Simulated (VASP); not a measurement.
A run of VASP 6.6.1 is set up as follows.

The input INCAR:

```
PREC = Accurate
ENCUT = 520
EDIFF = 1E-7
ISMEAR = 0
SIGMA = 0.15
LREAL = False
LASPH = True
NELM = 60
ALGO = Fast
ISIF = 2
LWAVE = False
LCHARG = False
GGA = PS
NBANDS = 18
```

Contents of KPOINTS:

```
regular mesh
0
Gamma
  18 18 10
```

File POSCAR:

```
Ag
1.0
    3.0471980036      0.0000000000      0.0000000000
   -1.5235990018      2.4359546599      0.0000000000
    0.0000000000      0.0000000000      4.7900000000
Ag
2
Direct
    0.3333333333      0.6666666667      0.2500000000
    0.6666666667      0.3333333333      0.7500000000
```

Potentials or basis: VASP PAW PBE potentials, release 64 (Ag).

Command:

```console
$ cat potpaw_PBE.64/Ag/POTCAR > POTCAR
$ mpirun -np 1 vasp_std > vasp.out
```

(1) Estimate the pressure.

(2) Predict the band gap on the k mesh.

Answers

(1) -6.0 GPa.

(2) zero (bands 11 and 12 overlap by 7.05 eV).

Caveat: the cell differs from its parent crystal (strain +0.0400 x Voigt [1, -1, 0, 0, 0, 0]); the cell stands under tension; the PAW data sets were made with another functional, which shifts forces and pressure a little.
